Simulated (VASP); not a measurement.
# Pt (P6_3/mmc) in VASP: notebook

Runs on Pt. Level: PBEsol. Tasks: single point.

Program: VASP 6.6.1. These are calculated values, not measurements. Logs are shortened: lines on timing, memory, paths and dates and some standing lists are left out, and cuts for length are marked.

**1. The cell of the first run**

The structure is hexagonal, space group P6_3/mmc (No. 194). Conventional cell: a = 2.589 Å, b = 2.589 Å, c = 4.707 Å, α = 90.00°, β = 90.00°, γ = 120.00°. Within 3.4 Å of Pt (site symmetry -6m2) lie 12 Pt at 2.59 to 2.79 Å.

**2. Single point, PBEsol (strain -0.050 along x and y, +0.000 along z)**

INCAR

```
SYSTEM = Pt
  PREC = Accurate
  ENCUT = 520
  EDIFF = 1E-6
  ISMEAR = 0
  SIGMA = 0.15
  LREAL = .FALSE.
  LASPH = .TRUE.
  NELM = 100
  ALGO = Fast
  ISIF = 2
  LWAVE = .FALSE.
  LCHARG = .FALSE.
  GGA = PS
  NBANDS = 17
```

KPOINTS

```
regular mesh
0
G
  24 24 14
  0 0 0
```

POSCAR

```
Pt
1.0
    2.5889111393      0.0000000000      0.0000000000
   -1.2944555697      2.2420628147      0.0000000000
    0.0000000000      0.0000000000      4.7068056308
Pt
2
Direct
    0.6666666667      0.3333333333      0.7500000000
    0.3333333333      0.6666666667      0.2500000000
```

Potentials or basis: VASP PAW PBE potentials, release 64 (Pt).

The run is started by

```console
$ cat potpaw_PBE.64/Pt/POTCAR > POTCAR
$ mpirun -np 1 vasp_std > vasp.out
```

OUTCAR:

```text
SYSTEM = Pt
   PREC = Accurate
   ENCUT = 520
   EDIFF = 1E-6
   ISMEAR = 0
   LREAL = .FALSE.
   LASPH = .TRUE.
   NELM = 100
   ISIF = 2
   GGA = PS

 ion  position               nearest neighbor table
   1  0.667  0.333  0.750-   2 2.79   2 2.79   2 2.79   2 2.79   2 2.79   2 2.79
   2  0.333  0.667  0.250-   1 2.79   1 2.79   1 2.79   1 2.79   1 2.79   1 2.79

  LATTYP: Found a hexagonal cell.
 ALAT       =     2.5889111393
 C/A-ratio  =     1.8180638027

  Lattice vectors:

 A1 = (   2.5889111393,   0.0000000000,   0.0000000000)
 A2 = (  -1.2944555697,   2.2420628147,   0.0000000000)
 A3 = (   0.0000000000,   0.0000000000,   4.7068056308)

Analysis of symmetry for initial positions (statically):
=====================================================================
 Subroutine PRICEL returns:
 Original cell was already a primitive cell.

 Routine SETGRP: Setting up the symmetry group for a
 hexagonal supercell.

 Subroutine GETGRP returns: Found 24 space group operations
 (whereof 12 operations were pure point group operations)
 out of a pool of 24 trial point group operations.

The static configuration has the point symmetry D_3d.
 The point group associated with its full space group is D_6h.

Analysis of symmetry for dynamics (positions and initial velocities):
=====================================================================
 Subroutine PRICEL returns:
 Original cell was already a primitive cell.

 Routine SETGRP: Setting up the symmetry group for a
 hexagonal supercell.

 Subroutine GETGRP returns: Found 24 space group operations
 (whereof 12 operations were pure point group operations)
 out of a pool of 24 trial point group operations.

The dynamic configuration has the point symmetry D_3d.
 The point group associated with its full space group is D_6h.

 Subroutine INISYM returns: Found 24 space group operations
 (whereof 12 operations are pure point group operations),
 and found     1 'primitive' translations

----------------------------------------------------------------------------------------

                                     Primitive cell

  volume of cell :      27.3207

  direct lattice vectors                    reciprocal lattice vectors
     2.588911139  0.000000000  0.000000000     0.386262775  0.223008917  0.000000000
    -1.294455570  2.242062815  0.000000000     0.000000000  0.446017834  0.000000000
     0.000000000  0.000000000  4.706805631     0.000000000  0.000000000  0.212458316

  length of vectors
     2.588911139  2.588911139  4.706805631     0.446017834  0.446017834  0.212458316

  position of ions in fractional coordinates (direct lattice)
[... 77 lines left out ...]
   ENCUT  =  520.0 eV  38.22 Ry    6.18 a.u.   4.81  4.81  8.75*2*pi/ulx,y,z
   NELM   =    100;   NELMIN=  2; NELMDL= -5     # of ELM steps
   EDIFF  = 0.1E-05   stopping-criterion for ELM
   LREAL  =      F    real-space projection
   EDIFFG = 0.1E-04   stopping-criterion for IOM
   NSW    =      0    number of steps for IOM
   IBRION =     -1    ionic relax: 0-MD 1-quasi-New 2-CG
   NFREE  =      0    steps in history (QN), initial steepest desc. (CG)
   ISIF   =      2    stress and relaxation
   ISYM   =      2    0-nonsym 1-usesym 2-fastsym
   POTIM  = 0.5000    time-step for ionic-motion
   TEBEG  =    0.0;   TEEND  =   0.0 temperature during run
   PSTRESS=    0.0 pullay stress
   NELECT =      20.0000    total number of electrons
   NUPDOWN=      -1.0000    fix difference up-down
   EMIN   =  10.00;   EMAX   =-10.00  energy-range for DOS
   EFERMI =   0.00;   METHOD = LEGACY
   ISMEAR =     0;   SIGMA  =   0.15  broadening in eV -4-tet -1-fermi 0-gaus
   EFERMI_NEDOS =   21; number of points for ismear=-14 and -15
   IALGO  =     68    algorithm
   IMIX   =      4    mixing-type and parameters
     AMIX     =   0.40;   BMIX     =  1.00
     AMIX_MAG =   1.60;   BMIX_MAG =  1.00
  volume/ion in A,a.u.               =      13.66        92.18
  Fermi-wavevector in a.u.,A,eV,Ry     =   1.475438  2.788174 29.618777  2.176919
  Thomas-Fermi vector in A             =   2.590088
   LORBIT       =      0    0 simple, 1 ext, 2 COOP (PROOUT), +10 PAW based schemes
   GGA     = PS    functional components
   LHFCALC =     F    Hartree Fock is set to
   AEXX    =    0.0000 exact exchange contribution
   IVDW    =     0    specifies the selected vdW correction
   LEPSILON=     F    determine dielectric tensor
   LRPA    =     F    only Hartree local field effects (RPA)
 non-spin polarized calculation
 RMM-DIIS sequential band-by-band and
 Gauss-broadening in eV      SIGMA  =   0.15
  energy-cutoff  :      520.00
  volume of cell :       27.32
 maximum number of plane-waves:       750
 NGX is ok and might be reduce to    20
   NGX =  9   NGY =  9   NGZ = 17

 number of electron      20.0000001 magnetization

 Free energy of the ion-electron system (eV)
  ---------------------------------------------------
  ext. energy  EPLUGINS =         0.00000000
  ---------------------------------------------------
  free energy    TOTEN  =       -13.40939793 eV

  energy without entropy =      -13.38062004  energy(sigma->0) =      -13.39500899

 E-fermi :  13.0537     XC(G=0): -14.2052

 val. band max:       13.0530913156   @ k =   0.2917   0.2917   0.2857
 cond. band min:      13.0540405363   @ k =   0.2917   0.2500   0.1429
 fundamental gap:      0.0009492208
 Fermi energy:        13.0536881578

 k-point     1 :       0.0000    0.0000    0.0000
  band No.  band energies     occupation
      1       1.6382      2.00000
      2       4.2219      2.00000
      3       7.6814      2.00000
      4       8.6956      2.00000
      5       8.6956      2.00000
      6       9.0808      2.00000
[... 457 lines left out ...]
      4       8.5361      2.00000
      5       9.2062      2.00000
      6       9.4315      2.00000
[... 9 lines left out ...]
     16      26.2135      0.00000
     17      26.5464      0.00000

 [... further k-points ...]
[... 5 lines left out ...]
  --------------------------------------------------------------------------------------
  -------------------------------------------------------------------------------------
  Total        8.6306878      8.6306878      3.8163906     -0.0000000      0.0000000      0.0000000
  in kB      506.1331739    506.1331738    223.8062555     -0.0000000      0.0000000      0.0000000
  external PRESSURE =     412.0242011 kB  Pullay stress =       0.0000000 kB

 VOLUME and BASIS-vectors are now :
 -----------------------------------------------------------------------------
  energy-cutoff  :      520.00
  volume of cell :       27.32
      direct lattice vectors                 reciprocal lattice vectors
     2.588911139  0.000000000  0.000000000     0.386262775  0.223008917  0.000000000
    -1.294455570  2.242062815  0.000000000     0.000000000  0.446017834  0.000000000
     0.000000000  0.000000000  4.706805631     0.000000000  0.000000000  0.212458316

 POSITION                                       TOTAL-FORCE (eV/Angst)
 -----------------------------------------------------------------------------------
      1.29446      0.74735      3.53010         0.000000      0.000000      0.000000
     -0.00000      1.49471      1.17670        -0.000000     -0.000000      0.000000
 -----------------------------------------------------------------------------------
    total drift:                               -0.000000      0.000000     -0.000000

  FREE ENERGIE OF THE ION-ELECTRON SYSTEM (eV)
  ---------------------------------------------------
  free  energy   TOTEN  =       -13.4093979313 eV

  energy  without entropy=      -13.3806200415  energy(sigma->0) =      -13.39500899
```

stdout:

```text
POSCAR found type information on POSCAR Pt
 POSCAR found :  1 types and       2 ions
 scaLAPACK will be used
 -----------------------------------------------------------------------------
|                                                                             |
|                                                                             |
|     You enforced a specific xc type in the INCAR file but a different       |
|     I HOPE YOU KNOW WHAT YOU ARE DOING!                                     |
|                                                                             |
 -----------------------------------------------------------------------------

 LDA part: xc-table for (Slater+PW92), standard interpolation
 POSCAR, INCAR and KPOINTS ok, starting setup
 FFT: planning ... GRIDC
 FFT: planning ... GRID_SOFT
 FFT: planning ... GRID
 WAVECAR not read
 entering main loop
```

It took 1.9 min on 1 thread of AMD EPYC 9R45 (Zen 5), shared host; peak memory 0.26 GiB.

Results:

```
Free energy            : -13.4094 eV
Pressure               : 41.2 GPa
Band gap on the k mesh : zero (band 10 reaches 13.96 eV, above the bottom of band 11 at 12.09 eV)
```

Stress tensor (GPa, compression positive):
```
50.61  0.00  0.00
 0.00 50.61  0.00
 0.00  0.00 22.38
```

Caveat: the cell differs from its parent crystal (strain -0.050 along x and y, +0.000 along z); the PAW data sets were made with another functional, which shifts forces and pressure a little; spin-orbit coupling is left out, which moves the levels of the heavy elements.

**3. Single point, PBEsol (strain -0.025 along x and y, -0.050 along z)**

INCAR

```
  PREC = Accurate
  ENCUT = 520
  EDIFF = 1E-6
  ISMEAR = 0
  SIGMA = 0.15
  LREAL = False
  LASPH = True
  NELM = 80
  ALGO = Fast
  ISIF = 2
  LWAVE = False
  LCHARG = True
  GGA = PS
  LELF = True
  LVHAR = True
  NBANDS = 17
```

KPOINTS

```
regular mesh
0
Gamma
  24 24 14
```

POSCAR

```
Pt
1.0
    2.6570403798      0.0000000000      0.0000000000
   -1.3285201899      2.3010644678      0.0000000000
    0.0000000000      0.0000000000      4.4714653493
Pt
2
Direct
    0.6666666667      0.3333333333      0.7500000000
    0.3333333333      0.6666666667      0.2500000000
```

Potentials or basis: VASP PAW PBE potentials, release 64 (Pt).

The run is started by

```console
$ cat potpaw_PBE.64/Pt/POTCAR > POTCAR
$ mpirun -np 1 vasp_std > vasp.out
```

It took 88 s on 1 thread of AMD EPYC 9R45 (Zen 5), shared host; peak memory 0.26 GiB.

Results (log left out):

| Quantity | Value |
| --- | --- |
| Free energy | -13.5140 eV |
| Pressure | 37.0 GPa |
| Band gap on the k mesh | zero (band 10 reaches 13.62 eV, above the bottom of band 11 at 12.03 eV) |

Stress tensor (GPa, compression positive):
```
35.74  0.00  0.00
 0.00 35.74  0.00
 0.00  0.00 39.43
```

Levels at points of the mesh, in eV from the Fermi level:
| k point | band 8 | band 9 | band 10 | band 11 | band 12 | band 13 |
| --- | --- | --- | --- | --- | --- | --- |
| (0.00, 0.00, 0.00) | -2.56 | -2.56 | -1.22 | -0.32 | -0.32 | 6.09 |
| (0.50, 0.00, 0.00) | 0.15 | 0.22 | 0.54 | 2.49 | 4.13 | 8.01 |
| (0.00, 0.00, 0.50) | -4.36 | -1.05 | -1.05 | -1.05 | -1.05 | 13.31 |
| (0.50, 0.00, 0.50) | -1.29 | 0.41 | 0.41 | 1.64 | 1.64 | 7.43 |

Caveat: the cell differs from its parent crystal (strain -0.025 along x and y, -0.050 along z); the PAW data sets were made with another functional, which shifts forces and pressure a little; spin-orbit coupling is left out, which moves the levels of the heavy elements.

[end of part 1 of 2]
